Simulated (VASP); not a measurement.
A run of VASP 6.6.1 is set up as follows.

File INCAR:

```
ALGO = Normal ; EDIFF = 1E-6
ENCUT = 600 ; GGA = PE
GGA_COMPAT = False ; ISIF = 2
ISMEAR = 0 ; LASPH = True
LCHARG = True ; LELF = True
LREAL = False ; LVHAR = True
LWAVE = False ; NBANDS = 7
NELM = 120 ; PREC = Accurate
SIGMA = 0.1
```

KPOINTS

```
k-points
0
Gamma
  6 6 6
```

The input POSCAR:

```
Mg
1.0
   -1.8359916300      1.8359916300      1.6794040200
    1.8359916300     -1.8359916300      1.6794040200
    1.8359916300      1.8359916300     -1.6794040200
Mg
1
Direct
    0.1361661981      0.0000000000      0.1361661981
```

Potentials or basis: VASP PAW PBE potentials, release 64 (Mg).

The run is started by

```console
$ cat potpaw_PBE.64/Mg/POTCAR > POTCAR
$ mpirun -np 1 vasp_std > vasp.out
```

Q: Predict the band gap on the k mesh.

A: Zero (band 1 reaches 5.94 eV, above the bottom of band 2 at 1.40 eV).

Q: What does it give for the pressure?

A: 0.5 GPa.

Stress tensor (GPa, compression positive):
```
-0.86  0.00  0.00
 0.00 -0.86  0.00
 0.00  0.00  3.26
```

Caveat: the k points lie up to 0.42 Å⁻¹ apart.
